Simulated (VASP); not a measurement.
Runs of VASP 6.6.1 on Sr. The structure is that of space group Fm-3m (No. 225), or close to it. The cells are those of the table. 

```csv
cell,smearing,gap on the mesh (eV),pressure (GPa)
"a = 3.139 Å, angles 60.0°, 1 atom",fermi-dirac 0.05 eV,none,32.6
"a = 3.548 Å, angles 60.0°, 1 atom",fermi-dirac 0.05 eV,none,(a)
"a = 3.018 Å, angles 60.0°, 1 atom",fermi-dirac 0.05 eV,none,44.1
"a = 3.356 Å, angles 60.0°, 1 atom",fermi-dirac 0.05 eV,none,18.9
"a = 3.139 Å, angles 60.0°, 1 atom",tetrahedron,none,(b)
```

Alike in all rows: task single point; level LDA; potentials or basis VASP PAW LDA potentials, release 64 (Sr_sv); no spin polarisation; k mesh 13 × 13 × 13; cutoff (eV) 520.

**Question.** Estimate the missing entries.

**Answer.** (a) 11.0; (b) 33.2.

Caveats: the cell stands under pressure; tetrahedron occupations give inexact forces and stress in metals (at least some runs).

A k mesh can miss the band edges, and the runs leave out spin-orbit coupling on Sr.

A gap of «none» marks levels without a gap at the run's occupations.
